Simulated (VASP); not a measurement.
A run of VASP 6.6.1:

The input INCAR:

```
PREC     = Accurate       # precision mode
ENCUT    = 520            # plane-wave cutoff, eV
EDIFF    = 1E-8           # SCF threshold, eV
ISMEAR   = -1             # smearing method
SIGMA    = 0.08           # smearing width, eV
LREAL    = False          # projectors in reciprocal space
LASPH    = True           # aspherical terms in the spheres
NELM     = 100            # most SCF steps
ALGO     = Normal         # electronic algorithm
ISIF     = 2              # what is computed and relaxed
LWAVE    = False          # write WAVECAR
LCHARG   = False          # write CHGCAR
GGA      = PS             # functional
LEFG     = True         
NBANDS   = 12             # bands
```

Contents of KPOINTS:

```
Automatic mesh
0
Gamma
  19 19 19
```

Contents of POSCAR:

```
Cu
1.0
    0.0000000000      1.8429501765      1.8429501765
    1.8429501765      0.0000000000      1.8429501765
    1.8429501765      1.8429501765      0.0000000000
Cu
1
Direct
    0.0000000000      0.0000000000      0.0000000000
```

Potentials or basis: VASP PAW PBE potentials, release 64 (Cu).

Command:

```console
$ cat potpaw_PBE.64/Cu/POTCAR > POTCAR
$ mpirun -np 1 vasp_std > vasp.out
```

Hardware: 1 thread of Intel(R) Xeon(R) Platinum 8488C (Sapphire Rapids) (shared host).

Q: How long does it take, and how much memory?

A: Run time: 19 s on 1 thread of Intel(R) Xeon(R) Platinum 8488C (Sapphire Rapids) (shared host), peak memory 0.14 GiB. Counts: scf iterations 14, k points 220.
